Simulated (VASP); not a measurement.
The system is AlN.

```xyz
2
Lattice="0.0000 2.2127 2.2127 2.2127 0.0000 2.2127 2.2127 2.2127 0.0000" Properties=species:S:1:pos:R:3 pbc="T T T"
Al    0.0000    0.0000    0.0000
N     1.1064    1.1064    1.1064
```

This cell differs from its parent crystal: volume scaled by 1.04.

Base run:

- Program: VASP 6.6.1
- Functional: PBE
- Potentials or basis: VASP PAW PBE potentials, release 64 (Al, N)
- Cutoff: 520 eV
- k mesh: 10 × 10 × 10
- Occupations: fermi-dirac, width 0.05 eV
- Spin: no spin polarisation

Its results: band gap on the k mesh 3.30 eV, indirect (least direct gap 3.85 eV); pressure -3.1 GPa.

**Question.** The run is repeated on the same cell with these changes: functional from PBE to BLYP. What comes out?

**Answer.** Band gap on the k mesh 3.65 eV, indirect (least direct gap 4.13 eV); pressure 0.3 GPa.

BLYP binds less tightly than PBE, so the same cell stands under more pressure.

Caveats: the PAW data sets were made with another functional, which shifts forces and pressure a little (some runs).

A k mesh can miss the band edges.
